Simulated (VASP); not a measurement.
# Bi (R-3m) in VASP: a series of runs

The runs below take Bi through single point, relaxation of cell and atoms, with PBE.

All numbers are computed with VASP 6.6.1; they aren't measurements. Logs are shortened: lines on timing, memory, paths and dates and some standing lists are left out, and cuts for length are marked.

## Step 1: The cell of the first run

Symmetry: R-3m, No. 166, trigonal system. The conventional cell has a = 4.582 Å, b = 4.582 Å, c = 12.169 Å, α = 90.00°, β = 90.00°, γ = 120.00°. Bi (site symmetry 3m) has 6 Bi at 3.11 to 3.59 Å within 4.1 Å.

## Step 2: Single point, PBE

INCAR

```
SYSTEM = Bi
PREC = Accurate ; ENCUT = 520
EDIFF = 1E-6 ; ISMEAR = 0
SIGMA = 0.1 ; LREAL = .FALSE.
LASPH = .TRUE. ; NELM = 100
ALGO = Fast ; ISIF = 2
LWAVE = .FALSE. ; LCHARG = .FALSE.
GGA = PE ; NBANDS = 22
```

KPOINTS

```
Automatic mesh
0
G
  12 12 12
  0 0 0
```

POSCAR

```
Bi
1.0
    2.2911089399      1.3227723632      4.0564120068
   -2.2911089399      1.3227723632      4.0564120068
    0.0000000000     -2.6455447264      4.0564120068
Bi
2
Direct
    0.2336807953      0.2336807953      0.2336807953
    0.7663192047      0.7663192047      0.7663192047
```

Potentials or basis: VASP PAW PBE potentials, release 64 (Bi_d).

On the command line:

```
> cat potpaw_PBE.64/Bi_d/POTCAR > POTCAR
> mpirun -np 1 vasp_std > vasp.out
```

OUTCAR:

```text
SYSTEM = Bi
   PREC = Accurate
   ENCUT = 520
   EDIFF = 1E-6
   ISMEAR = 0
   LREAL = .FALSE.
   LASPH = .TRUE.
   NELM = 100
   ISIF = 2
   GGA = PE

 ion  position               nearest neighbor table
   1  0.234  0.234  0.234-   2 3.11   2 3.11   2 3.11   2 3.59   2 3.59   2 3.59
   2  0.766  0.766  0.766-   1 3.11   1 3.11   1 3.11   1 3.59   1 3.59   1 3.59

  LATTYP: Found a trigonal (rhomboedric) cell.
 ALAT       =     4.8428695283
 COS(alpha) =     0.5523733470

  Lattice vectors:

 A1 = (   2.2911089399,   1.3227723632,   4.0564120068)
 A2 = (  -2.2911089399,   1.3227723632,   4.0564120068)
 A3 = (   0.0000000000,  -2.6455447264,   4.0564120068)

Analysis of symmetry for initial positions (statically):
=====================================================================
 Subroutine PRICEL returns:
 Original cell was already a primitive cell.

 Routine SETGRP: Setting up the symmetry group for a
 trigonal (rhombohedral) supercell.

 Subroutine GETGRP returns: Found 12 space group operations
 (whereof 12 operations were pure point group operations)
 out of a pool of 12 trial point group operations.

The static configuration has the point symmetry D_3d.

Analysis of symmetry for dynamics (positions and initial velocities):
=====================================================================
 Subroutine PRICEL returns:
 Original cell was already a primitive cell.

 Routine SETGRP: Setting up the symmetry group for a
 trigonal (rhombohedral) supercell.

 Subroutine GETGRP returns: Found 12 space group operations
 (whereof 12 operations were pure point group operations)
 out of a pool of 12 trial point group operations.

The dynamic configuration has the point symmetry D_3d.

 Subroutine INISYM returns: Found 12 space group operations
 (whereof 12 operations are pure point group operations),
 and found     1 'primitive' translations

----------------------------------------------------------------------------------------

                                     Primitive cell

  volume of cell :      73.7606

  direct lattice vectors                    reciprocal lattice vectors
     2.291108940  1.322772363  4.056412007     0.218234930  0.125997996  0.082174427
    -2.291108940  1.322772363  4.056412007    -0.218234930  0.125997996  0.082174427
     0.000000000 -2.645544726  4.056412007     0.000000000 -0.251995992  0.082174427

  length of vectors
     4.842869528  4.842869528  4.842869528     0.265055874  0.265055874  0.265055874

[... 73 lines left out ...]
   ICHARG =      2    charge: 1-file 2-atom 10-const
   ISPIN  =      1    spin polarized calculation?
   LNONCOLLINEAR =      F non collinear calculations
   LSORBIT =      F    spin-orbit coupling
   LASPH  =      T    aspherical Exc in radial PAW
   ENCUT  =  520.0 eV  38.22 Ry    6.18 a.u.   9.00  9.00  9.00*2*pi/ulx,y,z
   NELM   =    100;   NELMIN=  2; NELMDL= -5     # of ELM steps
   EDIFF  = 0.1E-05   stopping-criterion for ELM
   LREAL  =      F    real-space projection
   EDIFFG = 0.1E-04   stopping-criterion for IOM
   NSW    =      0    number of steps for IOM
   IBRION =     -1    ionic relax: 0-MD 1-quasi-New 2-CG
   NFREE  =      0    steps in history (QN), initial steepest desc. (CG)
   ISIF   =      2    stress and relaxation
   ISYM   =      2    0-nonsym 1-usesym 2-fastsym
   POTIM  = 0.5000    time-step for ionic-motion
   TEBEG  =    0.0;   TEEND  =   0.0 temperature during run
   PSTRESS=    0.0 pullay stress
   NELECT =      30.0000    total number of electrons
   NUPDOWN=      -1.0000    fix difference up-down
   EMIN   =  10.00;   EMAX   =-10.00  energy-range for DOS
   EFERMI =   0.00;   METHOD = LEGACY
   ISMEAR =     0;   SIGMA  =   0.10  broadening in eV -4-tet -1-fermi 0-gaus
   EFERMI_NEDOS =   21; number of points for ismear=-14 and -15
   IALGO  =     68    algorithm
   IMIX   =      4    mixing-type and parameters
     AMIX     =   0.40;   BMIX     =  1.00
     AMIX_MAG =   1.60;   BMIX_MAG =  1.00
  volume/ion in A,a.u.               =      36.88       248.88
  Fermi-wavevector in a.u.,A,eV,Ry     =   1.212943  2.292131 20.017322  1.471232
  Thomas-Fermi vector in A             =   2.348411
   LORBIT       =      0    0 simple, 1 ext, 2 COOP (PROOUT), +10 PAW based schemes
   GGA     = PE    functional components
   LHFCALC =     F    Hartree Fock is set to
   AEXX    =    0.0000 exact exchange contribution
   IVDW    =     0    specifies the selected vdW correction
   LEPSILON=     F    determine dielectric tensor
   LRPA    =     F    only Hartree local field effects (RPA)
 non-spin polarized calculation
 RMM-DIIS sequential band-by-band and
 Gauss-broadening in eV      SIGMA  =   0.10
  energy-cutoff  :      520.00
  volume of cell :       73.76
 maximum number of plane-waves:      2019
   NGX = 19   NGY = 19   NGZ = 19

 number of electron      29.9999994 magnetization

 Free energy of the ion-electron system (eV)
  ---------------------------------------------------
  ext. energy  EPLUGINS =         0.00000000
  ---------------------------------------------------
  free energy    TOTEN  =        -7.77479943 eV

  energy without entropy =       -7.77358483  energy(sigma->0) =       -7.77419213

 E-fermi :   5.7964     XC(G=0):  -9.3110

 val. band max:        5.7602670752   @ k =   0.4167   0.0833   0.0833
 cond. band min:       5.8095257877   @ k =  -0.4167   0.5000   0.4167
 fundamental gap:      0.0492587125
 Fermi energy:         5.7963513236

 k-point     1 :       0.0000    0.0000    0.0000
  band No.  band energies     occupation
      1     -17.0417      2.00000
      2     -17.0417      2.00000
      3     -16.9092      2.00000
      4     -16.9092      2.00000
      5     -16.8963      2.00000
      6     -16.7494      2.00000
[... 589 lines left out ...]
     21      13.7890      0.00000
     22      15.5367      0.00000

 [... further k-points ...]
[... 5 lines left out ...]
  --------------------------------------------------------------------------------------
  -------------------------------------------------------------------------------------
  Total       -0.0254437     -0.0254437     -0.0230537      0.0000000     -0.0000000      0.0000000
  in kB       -0.5526720     -0.5526720     -0.5007572      0.0000000     -0.0000000      0.0000000
  external PRESSURE =      -0.5353670 kB  Pullay stress =       0.0000000 kB

 VOLUME and BASIS-vectors are now :
 -----------------------------------------------------------------------------
  energy-cutoff  :      520.00
  volume of cell :       73.76
      direct lattice vectors                 reciprocal lattice vectors
     2.291108940  1.322772363  4.056412007     0.218234930  0.125997996  0.082174427
    -2.291108940  1.322772363  4.056412007    -0.218234930  0.125997996  0.082174427
     0.000000000 -2.645544726  4.056412007     0.000000000 -0.251995992  0.082174427

 POSITION                                       TOTAL-FORCE (eV/Angst)
 -----------------------------------------------------------------------------------
      0.00000      0.00000      2.84372         0.000000      0.000000      0.003856
      0.00000      0.00000      9.32552         0.000000     -0.000000     -0.003856
 -----------------------------------------------------------------------------------
    total drift:                               -0.000000      0.000000     -0.000000

  FREE ENERGIE OF THE ION-ELECTRON SYSTEM (eV)
  ---------------------------------------------------
  free  energy   TOTEN  =        -7.7747994256 eV

  energy  without entropy=       -7.7735848333  energy(sigma->0) =       -7.77419213
```

OSZICAR:

```text
N       E                     dE             d eps       ncg     rms          rms(c)
DAV:   1     0.306032782430E+03    0.30603E+03   -0.16155E+04  8332   0.161E+03
DAV:   2     0.183744652711E+02   -0.28766E+03   -0.28067E+03  8454   0.431E+02
DAV:   3    -0.686608771137E+01   -0.25241E+02   -0.24957E+02 10020   0.142E+02
DAV:   4    -0.773822448695E+01   -0.87214E+00   -0.87161E+00 10252   0.292E+01
DAV:   5    -0.777560846965E+01   -0.37384E-01   -0.37383E-01 12014   0.541E+00    0.104E+00
RMM:   6    -0.777369948678E+01    0.19090E-02   -0.13452E-02 10158   0.127E+00    0.638E-01
RMM:   7    -0.777424694239E+01   -0.54746E-03   -0.15472E-02  9685   0.128E+00    0.105E-01
RMM:   8    -0.777464308307E+01   -0.39614E-03   -0.43705E-03 11556   0.709E-01    0.271E-02
RMM:   9    -0.777479593866E+01   -0.15286E-03   -0.15576E-03 13866   0.316E-01    0.324E-02
RMM:  10    -0.777480784604E+01   -0.11907E-04   -0.14169E-04 13507   0.897E-02    0.325E-02
RMM:  11    -0.777480761732E+01    0.22871E-06   -0.24155E-05 12734   0.365E-02    0.312E-02
RMM:  12    -0.777482000354E+01   -0.12386E-04   -0.11205E-04 13935   0.122E-01    0.334E-02
RMM:  13    -0.777481841013E+01    0.15934E-05   -0.12273E-05 10049   0.311E-02    0.347E-02
RMM:  14    -0.777479923907E+01    0.19171E-04   -0.38940E-05 11755   0.737E-02    0.334E-03
RMM:  15    -0.777480038803E+01   -0.11490E-05   -0.79216E-06  9929   0.212E-02    0.418E-03
RMM:  16    -0.777479913772E+01    0.12503E-05   -0.31511E-06  7028   0.227E-02    0.388E-03
RMM:  17    -0.777479942565E+01   -0.28792E-06   -0.13971E-06  6371   0.146E-02
   1 F= -.77747994E+01 E0= -.77741921E+01  d E =-.121459E-02
```

Wall time 2.6 min (1 thread of Intel Xeon 6975P-C (Granite Rapids), shared host); peak memory 0.38 GiB.

Results:

```yaml
Free_energy: -7.7748 eV
Pressure: -0.1 GPa
Largest_force: 0.004 eV/Å
Band_gap_on_the_k_mesh: zero (band 15 reaches 5.81 eV, above the bottom of band 16 at 5.60 eV)
```

Forces on the atoms (eV/Å):
```
Bi   0.000  0.000  0.004
Bi   0.000  0.000 -0.004
```

Levels at points of the mesh, in eV from the Fermi level:
| k point | band 11 | band 12 | band 13 | band 14 | band 15 | band 16 | band 17 | band 18 | band 19 | band 20 |
| --- | --- | --- | --- | --- | --- | --- | --- | --- | --- | --- |
| (0.00, 0.00, 0.00) | -12.79 | -7.62 | -1.47 | -1.07 | -1.07 | 2.43 | 2.87 | 2.87 | 5.63 | 5.88 |
| (0.50, 0.00, 0.00) | -11.00 | -10.35 | -1.37 | -1.12 | -0.28 | -0.19 | 0.54 | 1.10 | 7.32 | 8.20 |
| (0.50, 0.50, 0.00) | -11.10 | -9.44 | -4.40 | -2.86 | -2.67 | 2.44 | 4.69 | 5.28 | 6.35 | 9.02 |
| (0.50, 0.50, 0.50) | -11.70 | -9.78 | -0.86 | -0.51 | -0.51 | 0.77 | 0.80 | 0.80 | 6.84 | 8.92 |

Caveat: spin-orbit coupling is left out, which moves the levels of the heavy elements.

## Step 3: Relaxation of cell and atoms, PBE

This run uses another cell than the first one, of 34.56 Å³/atom, 0.937 times its volume.

INCAR

```
PREC = Accurate ; ENCUT = 600
EDIFF = 1E-6 ; ISMEAR = 0
SIGMA = 0.1 ; LREAL = F
LASPH = T ; NELM = 100
ALGO = Fast ; ISIF = 3
LWAVE = F ; LCHARG = F
GGA = PE ; IBRION = 2
NSW = 70 ; EDIFFG = -0.005
```

KPOINTS

```
Automatic mesh
0
Gamma
  12 12 12
```

POSCAR

```
Bi
1.0
    2.2673427694      1.3090509583      3.8817322408
   -2.2673427694      1.3090509583      3.8817322408
    0.0000000000     -2.6181019165      3.8817322408
Bi
2
Direct
    0.2371283440      0.2371283440      0.2371283440
    0.7628716560      0.7628716560      0.7628716560
```

Potentials or basis: VASP PAW PBE potentials, release 64 (Bi_d).

On the command line:

```
> cat potpaw_PBE.64/Bi_d/POTCAR > POTCAR
> mpirun -np 1 vasp_std > vasp.out
```

It took 17 min on 1 thread of Intel Xeon 6975P-C (Granite Rapids), shared host; peak memory 0.44 GiB.

The run converged. Its results:

```
Free energy                            : -7.7739 eV
Relaxed volume                         : 36.83 Å³/atom
Relaxed cell                           : a = 4.838 Å, b = 4.838 Å, c = 4.838 Å, α = 56.53°, β = 56.53°, γ = 56.53°
Space group after relaxing (to 0.05 Å) : R-3m (No. 166)
Energy gained by relaxing              : 14.1 meV/atom
Ionic steps                            : 11
Pressure after relaxing                : 0.0 GPa
Band gap on the k mesh                 : zero (band 15 reaches 5.82 eV, above the bottom of band 16 at 5.62 eV)
```

The path:
| step | energy change (eV) | largest force (eV/Å) | pressure (GPa) | volume (Å³) |
| --- | --- | --- | --- | --- |
| 1 | 0.0000 | 0.0108 | 2.22 | 69.13 |
| 2 | -0.0147 | 0.2371 | -1.02 | 74.04 |
| 3 | -0.0206 | 0.1520 | -0.01 | 72.24 |
| 4 | -0.0206 | 0.1488 | 0.03 | 72.18 |
| 5 | -0.0227 | 0.1164 | 0.07 | 72.35 |
| 6 | -0.0265 | 0.0151 | 0.11 | 72.87 |
| 7 | -0.0270 | 0.0364 | 0.14 | 73.12 |
| 8 | -0.0277 | 0.0054 | -0.19 | 73.87 |
| 9 | -0.0277 | 0.0063 | -0.16 | 73.78 |
| 10 | -0.0281 | 0.0057 | 0.02 | 73.63 |
| 11 | -0.0281 | 0.0015 | 0.01 | 73.65 |

Final structure:
```cif
data_structure
_symmetry_space_group_name_H-M 'P 1'
_symmetry_Int_Tables_number 1
_cell_length_a 4.8379
_cell_length_b 4.8379
_cell_length_c 4.8379
_cell_angle_alpha 56.533
_cell_angle_beta 56.533
_cell_angle_gamma 56.533
_cell_volume 73.65
loop_
_atom_site_label
_atom_site_type_symbol
_atom_site_fract_x
_atom_site_fract_y
_atom_site_fract_z
_atom_site_occupancy
Bi1 Bi 0.23377 0.23377 0.23377 1
Bi2 Bi 0.76623 0.76623 0.76623 1
```

Levels at points of the mesh, in eV from the Fermi level:
```tsv
k point	band 11	band 12	band 13	band 14	band 15	band 16	band 17	band 18	band 19
(0.00, 0.00, 0.00)	-12.80	-7.62	-1.46	-1.08	-1.08	2.44	2.87	2.87	5.63
(0.50, 0.00, 0.00)	-11.00	-10.36	-1.36	-1.11	-0.28	-0.19	0.54	1.09	7.34
(0.50, 0.50, 0.00)	-11.11	-9.44	-4.41	-2.86	-2.67	2.44	4.70	5.28	6.37
(0.50, 0.50, 0.50)	-11.70	-9.78	-0.86	-0.51	-0.51	0.76	0.80	0.80	6.85
```

Caveat: spin-orbit coupling is left out, which moves the levels of the heavy elements.
